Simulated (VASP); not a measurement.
# MnS (R-3m) in VASP: single point with PBE+U

Aim: the single point of MnS with PBE+U.

Everything below comes from runs of VASP 6.6.1. Logs are shortened: lines on timing, memory, paths and dates and some standing lists are left out, and cuts for length are marked.

### 1 The cell of the first run

The structure is trigonal, space group R-3m (No. 166). Conventional cell: a = 3.739 Å, b = 3.739 Å, c = 9.101 Å, α = 90.00°, β = 90.00°, γ = 120.00°. Within 3.5 Å of Mn (site symmetry -3m) lie 6 S at 2.64 Å. Within 3.5 Å of S (site symmetry -3m) lie 6 Mn at 2.64 Å.

### 2 Single point, PBE+U, collinear spin, antiferromagnetic start

POSCAR reads:

```
MnS
1.0
   -2.6218391884     -2.6218391884      5.2656070032
   -5.2656070032     -2.6218391884      2.6218391884
   -2.6218391884     -5.2656070032      2.6218391884
Mn S
2 2
Direct
    0.0000000000      0.0000000000      0.0000000000
    0.5000000000      0.5000000000      0.5000000000
    1.2499999971     -0.7500000029     -0.7500000029
    1.7500000029     -0.2499999971     -0.2499999971
```

INCAR.step1 reads:

```
SYSTEM = MnS
ALGO     = Normal         ! electronic algorithm
EDIFF    = 1E-7           ! SCF threshold, eV
ENCUT    = 520            ! plane-wave cutoff, eV
GGA      = PE             ! functional
ISIF     = 2              ! what is computed and relaxed
ISMEAR   = 0              ! smearing method
ISPIN    = 2              ! spin polarisation
LASPH    = .True.         ! aspherical terms in the spheres
LCHARG   = .True.         ! write CHGCAR
LDAU     = .True.         ! DFT+U
LDAUJ    = 0 0          
LDAUL    = 2 -1           ! shell
LDAUPRINT= 1            
LDAUTYPE = 2            
LDAUU    = 3.9 0          ! U, eV
LMAXMIX  = 4              ! l up to which the mixer works
LREAL    = .False.        ! projectors in reciprocal space
LWAVE    = .False.        ! write WAVECAR
MAGMOM   = 4.9 -4.9 0 0   ! initial moments
NBANDS   = 31             ! bands
NELM     = 150            ! most SCF steps
PREC     = Accurate       ! precision mode
SIGMA    = 0.05           ! smearing width, eV
```

KPOINTS.step1 reads:

```
k-points
0
Gamma
  8 8 8
  0 0 0
```

INCAR.step2 reads:

```
SYSTEM = MnS
ALGO     = Normal         ! electronic algorithm
EDIFF    = 1E-7           ! SCF threshold, eV
ENCUT    = 520            ! plane-wave cutoff, eV
GGA      = PE             ! functional
ICHARG   = 11             ! starting density
ISIF     = 2              ! what is computed and relaxed
ISMEAR   = -5             ! smearing method
ISPIN    = 2              ! spin polarisation
LASPH    = .True.         ! aspherical terms in the spheres
LCHARG   = .False.        ! write CHGCAR
LDAU     = .True.         ! DFT+U
LDAUJ    = 0 0          
LDAUL    = 2 -1           ! shell
LDAUPRINT= 1            
LDAUTYPE = 2            
LDAUU    = 3.9 0          ! U, eV
LMAXMIX  = 4              ! l up to which the mixer works
LORBIT   = 11             ! projections on sites
LREAL    = .False.        ! projectors in reciprocal space
LWAVE    = .False.        ! write WAVECAR
MAGMOM   = 4.9 -4.9 0 0   ! initial moments
NBANDS   = 31             ! bands
NEDOS    = 1001           ! points of the DOS
NELM     = 150            ! most SCF steps
PREC     = Accurate       ! precision mode
SIGMA    = 0.05           ! smearing width, eV
```

KPOINTS.step2 reads:

```
k-points
0
Gamma
  12 12 12
  0 0 0
```

Potentials or basis: VASP PAW PBE potentials, release 64 (Mn_pv, S).

Command:

```
> cat potpaw_PBE.64/Mn_pv/POTCAR potpaw_PBE.64/S/POTCAR > POTCAR
> cp INCAR.step1 INCAR
> cp KPOINTS.step1 KPOINTS
> mpirun -np 1 vasp_std > vasp.out
> cp INCAR.step2 INCAR
> cp KPOINTS.step2 KPOINTS
> mpirun -np 1 vasp_std > vasp.out
```

OUTCAR:

```text
SYSTEM = MnS
   EDIFF = 1E-7
   ENCUT = 520
   GGA = PE
   ICHARG = 11
   ISIF = 2
   ISMEAR = -5
   ISPIN = 2
   LASPH = .True.
   LORBIT = 11
   LREAL = .False.
   NELM = 150
   PREC = Accurate

 ion  position               nearest neighbor table
   1  0.000  0.000  0.000-   4 2.64   3 2.64   4 2.64   4 2.64   3 2.64   3 2.64
   2  0.500  0.500  0.500-   3 2.64   3 2.64   3 2.64   4 2.64   4 2.64   4 2.64
   3  0.250  0.250  0.250-   2 2.64   2 2.64   2 2.64   1 2.64   1 2.64   1 2.64
   4  0.750  0.750  0.750-   2 2.64   2 2.64   2 2.64   1 2.64   1 2.64   1 2.64

  LATTYP: Found a trigonal (rhomboedric) cell.
 ALAT       =     6.4400852923
 COS(alpha) =     0.8314753693

  Lattice vectors:

 A1 = (  -2.6218391884,  -2.6218391884,   5.2656070032)
 A2 = (  -5.2656070032,  -2.6218391884,   2.6218391884)
 A3 = (  -2.6218391884,  -5.2656070032,   2.6218391884)

Analysis of symmetry for initial positions (statically):
=====================================================================
 Subroutine PRICEL returns following result:

  LATTYP: Found a trigonal (rhomboedric) cell.
 ALAT       =     3.7233625626
 COS(alpha) =     0.4958311992
[... 12 lines left out ...]
 Subroutine GETGRP returns: Found 12 space group operations
 (whereof 12 operations were pure point group operations)
 out of a pool of 12 trial point group operations.

The static configuration has the point symmetry D_3d.

Analysis of symmetry for dynamics (positions and initial velocities):
=====================================================================
 Subroutine PRICEL returns following result:

  LATTYP: Found a trigonal (rhomboedric) cell.
 ALAT       =     3.7233625626
 COS(alpha) =     0.4958311992
[... 12 lines left out ...]
 Subroutine GETGRP returns: Found 12 space group operations
 (whereof 12 operations were pure point group operations)
 out of a pool of 12 trial point group operations.

The dynamic configuration has the point symmetry D_3d.

Analysis of structural, dynamic, and magnetic symmetry:
=====================================================================
 Subroutine PRICEL returns following result:

  LATTYP: Found a trigonal (rhomboedric) cell.
 ALAT       =     3.7233625626
 COS(alpha) =     0.4958311992
[... 12 lines left out ...]
 Subroutine GETGRP returns: Found 12 space group operations
 (whereof 12 operations were pure point group operations)
 out of a pool of 12 trial point group operations.

The overall configuration has the point symmetry D_3d.

 Subroutine INISYM returns: Found 12 space group operations
 (whereof 12 operations are pure point group operations),
 and found     2 'primitive' translations

----------------------------------------------------------------------------------------

                                     Primitive cell

  volume of cell :      36.7274

  direct lattice vectors                    reciprocal lattice vectors
    -2.632803502  0.010964313  2.632803502    -0.189518646  0.188729396  0.189518646
    -2.632803502 -2.632803502 -0.010964313    -0.189518646 -0.189518646 -0.188729396
     0.010964313 -2.632803502  2.632803502     0.188729396 -0.189518646  0.189518646

  length of vectors
     3.723362563  3.723362563  3.723362563     0.327800884  0.327800884  0.327800884

  position of ions in fractional coordinates (direct lattice)
     0.000000000  0.000000000  0.000000000
     0.499999994  0.499999994  0.499999994

[... 130 lines left out ...]

spin component  2

  0.0147 -0.0000  0.0009 -0.0000  0.0000
 -0.0000  0.0147  0.0005  0.0000 -0.0008
  0.0009  0.0005  0.0841  0.0005  0.0000
 -0.0000  0.0000  0.0005  0.0147  0.0008
  0.0000 -0.0008  0.0000  0.0008  0.0841

 occupancies and eigenvectors

  o =  0.0146  v =  0.0000  0.0000  0.0000  0.0000  0.0000 -0.0000  0.7070  0.0000 -0.7070  0.0160      0.0000  0.0000  0.0000  0.0000  0.0000  0.0000  0.0000  0.0000  0.0000  0.0000
  o =  0.0146  v =  0.0000  0.0000  0.0000  0.0000  0.0000 -0.8160 -0.4085  0.0160 -0.4085 -0.0000      0.0000  0.0000  0.0000  0.0000  0.0000  0.0000  0.0000  0.0000  0.0000  0.0000
  o =  0.0147  v =  0.0000  0.0000  0.0000  0.0000  0.0000 -0.5778  0.5771  0.0000  0.5771  0.0000      0.0000  0.0000  0.0000  0.0000  0.0000  0.0000  0.0000  0.0000  0.0000  0.0000
  o =  0.0841  v =  0.0000  0.0000  0.0000  0.0000  0.0000  0.0000  0.0113  0.0000 -0.0113 -0.9999      0.0000  0.0000  0.0000  0.0000  0.0000  0.0000  0.0000  0.0000  0.0000  0.0000
  o =  0.0841  v =  0.0000  0.0000  0.0000  0.0000  0.0000 -0.0131 -0.0065 -0.9999 -0.0065 -0.0000      0.0000  0.0000  0.0000  0.0000  0.0000  0.0000  0.0000  0.0000  0.0000  0.0000
  o =  0.9324  v = -0.0000 -0.7064 -0.0000  0.7064  0.0461  0.0000  0.0000  0.0000  0.0000  0.0000      0.0000  0.0000  0.0000  0.0000  0.0000  0.0000  0.0000  0.0000  0.0000  0.0000
  o =  0.9324  v =  0.8153  0.4082  0.0461  0.4082  0.0000  0.0000  0.0000  0.0000  0.0000  0.0000      0.0000  0.0000  0.0000  0.0000  0.0000  0.0000  0.0000  0.0000  0.0000  0.0000
  o =  0.9326  v =  0.5779 -0.5771  0.0000 -0.5771 -0.0000  0.0000  0.0000  0.0000  0.0000  0.0000      0.0000  0.0000  0.0000  0.0000  0.0000  0.0000  0.0000  0.0000  0.0000  0.0000
  o =  0.9518  v = -0.0000  0.0326 -0.0000 -0.0326  0.9989  0.0000  0.0000  0.0000  0.0000  0.0000      0.0000  0.0000  0.0000  0.0000  0.0000  0.0000  0.0000  0.0000  0.0000  0.0000
  o =  0.9518  v = -0.0376 -0.0188  0.9989 -0.0188  0.0000  0.0000  0.0000  0.0000  0.0000  0.0000      0.0000  0.0000  0.0000  0.0000  0.0000  0.0000  0.0000  0.0000  0.0000  0.0000

atom =   2  type =  1  l = 2

 onsite density matrix

spin component  1

  0.0147 -0.0000  0.0009 -0.0000  0.0000
 -0.0000  0.0147  0.0005  0.0000 -0.0008
  0.0009  0.0005  0.0841  0.0005  0.0000
 -0.0000  0.0000  0.0005  0.0147  0.0008
  0.0000 -0.0008  0.0000  0.0008  0.0841

spin component  2

  0.9325 -0.0001 -0.0007 -0.0001 -0.0000
 -0.0001  0.9325 -0.0004  0.0001  0.0006
 -0.0007 -0.0004  0.9518 -0.0004 -0.0000
 -0.0001  0.0001 -0.0004  0.9325 -0.0006
 -0.0000  0.0006 -0.0000 -0.0006  0.9518

 occupancies and eigenvectors

  o =  0.0146  v = -0.0000  0.7070  0.0000 -0.7070  0.0160  0.0000  0.0000  0.0000  0.0000  0.0000      0.0000  0.0000  0.0000  0.0000  0.0000  0.0000  0.0000  0.0000  0.0000  0.0000
  o =  0.0146  v = -0.8160 -0.4085  0.0160 -0.4085 -0.0000  0.0000  0.0000  0.0000  0.0000  0.0000      0.0000  0.0000  0.0000  0.0000  0.0000  0.0000  0.0000  0.0000  0.0000  0.0000
  o =  0.0147  v = -0.5778  0.5771  0.0000  0.5771  0.0000  0.0000  0.0000  0.0000  0.0000  0.0000      0.0000  0.0000  0.0000  0.0000  0.0000  0.0000  0.0000  0.0000  0.0000  0.0000
  o =  0.0841  v =  0.0000  0.0113  0.0000 -0.0113 -0.9999  0.0000  0.0000  0.0000  0.0000  0.0000      0.0000  0.0000  0.0000  0.0000  0.0000  0.0000  0.0000  0.0000  0.0000  0.0000
  o =  0.0841  v = -0.0131 -0.0065 -0.9999 -0.0065 -0.0000  0.0000  0.0000  0.0000  0.0000  0.0000      0.0000  0.0000  0.0000  0.0000  0.0000  0.0000  0.0000  0.0000  0.0000  0.0000
  o =  0.9324  v =  0.0000  0.0000  0.0000  0.0000  0.0000  0.0000 -0.7064  0.0000  0.7064  0.0461      0.0000  0.0000  0.0000  0.0000  0.0000  0.0000  0.0000  0.0000  0.0000  0.0000
  o =  0.9324  v =  0.0000  0.0000  0.0000  0.0000  0.0000  0.8153  0.4082  0.0461  0.4082 -0.0000      0.0000  0.0000  0.0000  0.0000  0.0000  0.0000  0.0000  0.0000  0.0000  0.0000
  o =  0.9326  v =  0.0000  0.0000  0.0000  0.0000  0.0000 -0.5779  0.5771 -0.0000  0.5771 -0.0000      0.0000  0.0000  0.0000  0.0000  0.0000  0.0000  0.0000  0.0000  0.0000  0.0000
  o =  0.9518  v =  0.0000  0.0000  0.0000  0.0000  0.0000  0.0000  0.0326 -0.0000 -0.0326  0.9989      0.0000  0.0000  0.0000  0.0000  0.0000  0.0000  0.0000  0.0000  0.0000  0.0000
  o =  0.9518  v =  0.0000  0.0000  0.0000  0.0000  0.0000  0.0376  0.0188 -0.9989  0.0188 -0.0000      0.0000  0.0000  0.0000  0.0000  0.0000  0.0000  0.0000  0.0000  0.0000  0.0000

 number of electron      38.0000011 magnetization      -0.0000000

 Free energy of the ion-electron system (eV)
  ---------------------------------------------------
  ext. energy  EPLUGINS =         0.00000000
  ---------------------------------------------------
  free energy    TOTEN  =       -26.07375779 eV

  energy without entropy =      -26.07375779  energy(sigma->0) =      -26.07375779

 E-fermi :   5.3881     XC(G=0): -10.4174

 val. band max:        5.3390579035   @ k =   0.5000   0.5000   0.5000
 cond. band min:       7.6427026699   @ k =   0.5000   0.5000   0.0000
 fundamental gap:      2.3036447664
 Fermi energy:         5.3880754593

 spin component 1

 k-point     1 :       0.0000    0.0000    0.0000
  band No.  band energies     occupation
      1     -44.6544      1.00000
      2     -44.6480      1.00000
      3     -44.6480      1.00000
      4     -39.7967      1.00000
      5     -39.7958      1.00000
      6     -39.7958      1.00000
[... 1625 lines left out ...]
     30      14.1032      0.00000
     31      14.5649      0.00000

 [... further k-points ...]
[... 5 lines left out ...]
  --------------------------------------------------------------------------------------
  -------------------------------------------------------------------------------------
  Total       -0.2388964     -0.2388964     -0.2388964      0.0043090     -0.0043090     -0.0043090
  in kB       -5.2107508     -5.2107508     -5.2107508      0.0939867     -0.0939867     -0.0939867
  external PRESSURE =      -5.2107508 kB  Pullay stress =       0.0000000 kB

 VOLUME and BASIS-vectors are now :
 -----------------------------------------------------------------------------
  energy-cutoff  :      520.00
  volume of cell :       73.45
      direct lattice vectors                 reciprocal lattice vectors
    -2.621839188 -2.621839188  5.265607003     0.094364698  0.094364698  0.283883344
    -5.265607003 -2.621839188  2.621839188    -0.283883344  0.094364698 -0.094364698
    -2.621839188 -5.265607003  2.621839188     0.094364698 -0.283883344 -0.094364698

 POSITION                                       TOTAL-FORCE (eV/Angst)
 -----------------------------------------------------------------------------------
      0.00000      0.00000      0.00000         0.000000     -0.000000      0.000000
     -5.25464     -5.25464      5.25464         0.000000      0.000000      0.000000
     -2.62732     -2.62732      2.62732         0.000000     -0.000000     -0.000000
     -7.88196     -7.88196      7.88196        -0.000000      0.000000      0.000000
 -----------------------------------------------------------------------------------
    total drift:                                0.000000      0.000000      0.000000

  FREE ENERGIE OF THE ION-ELECTRON SYSTEM (eV)
  ---------------------------------------------------
  free  energy   TOTEN  =       -26.0737577948 eV

  energy  without entropy=      -26.0737577948  energy(sigma->0) =      -26.07375779

 total charge

# of ion       s       p       d       tot
------------------------------------------
    1        0.208   6.154   4.896  11.258
    2        0.208   6.154   4.896  11.258
    3        1.321   2.442   0.000   3.763
    4        1.321   2.442   0.000   3.763
--------------------------------------------------
tot          3.059  17.192   9.792  30.043

 magnetization (x)

# of ion       s       p       d       tot
------------------------------------------
    1        0.026   0.020   4.479   4.526
    2       -0.026  -0.020  -4.479  -4.526
    3        0.000   0.000   0.000   0.000
    4        0.000   0.000   0.000   0.000
--------------------------------------------------
tot          0.000   0.000   0.000   0.000
```

It took 34 min on 1 thread of Intel Xeon 6975P-C (Granite Rapids), shared host; peak memory 0.8 GiB.

Results:

* Net moment: 0.00 μB per cell
* Site moments: Mn +4.53, -4.53; S +0.00 μB
* Valence electrons inside the program's atomic spheres: Mn 11.26; S 3.76

Eigenvalues of the final occupation matrices:
```
    site  spin  trace               eigenvalues
site 1 d     1   4.70  0.93 0.93 0.93 0.95 0.95
site 1 d     2   0.21  0.01 0.01 0.01 0.08 0.08
site 2 d     1   0.21  0.01 0.01 0.01 0.08 0.08
site 2 d     2   4.70  0.93 0.93 0.93 0.95 0.95
```
